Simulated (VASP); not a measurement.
Wanted: the native input for a VASP 6.6.1 run.

| Item | Value |
| --- | --- |
| Task | electric field gradients |
| Functional | LDA |
| Potentials or basis | VASP PAW LDA potentials, release 64 (B, N) |
| Cutoff | 520 eV |
| k mesh | 13 × 13 × 13 |
| Occupations | fermi-dirac, width 0.03 eV |
| Spin | no spin polarisation |
| Dipole correction | no |
| Further INCAR settings | ALGO = Normal; EDIFF = 1e-08; NBANDS = 11 |

The structure of BN lies in POSCAR:

```
BN
1.0
    0.0000000000      1.8075000000      1.8075000000
    1.8075000000      0.0000000000      1.8075000000
    1.8075000000      1.8075000000      0.0000000000
B N
1 1
Direct
    0.0000000000      0.0000000000      0.0000000000
    0.7500000000      0.7500000000      0.7500000000
```

These files were run (other wordings do the same):

INCAR

```
SYSTEM = BN
PREC = Accurate ; ENCUT = 520
EDIFF = 1E-8 ; ISMEAR = -1
SIGMA = 0.03 ; LREAL = .False.
LASPH = .True. ; NELM = 100
ALGO = Normal ; ISIF = 2
LWAVE = .False. ; LCHARG = .False.
GGA = CA ; LEFG = .True.
NBANDS = 11
```

KPOINTS

```
regular mesh
0
Gamma
  13 13 13
  0 0 0
```

Potentials or basis: VASP PAW LDA potentials, release 64 (B, N).

The run is started by

```console
$ cat potpaw_LDA.64/B/POTCAR potpaw_LDA.64/N/POTCAR > POTCAR
$ mpirun -np 1 vasp_std > vasp.out
```

Results of the run:

The pressure is -10.1 GPa and the band gap on the k mesh is 4.42 eV, indirect (least direct gap 8.68 eV).

Caveat: without QUAD_EFG the Cq values of the log hold for a quadrupole moment of 1 mb, not for the nuclei.

Wall time 5.1 s on 1 thread of Intel(R) Xeon(R) 6975P-C (Granite Rapids) (shared host), peak memory 0.11 GiB.
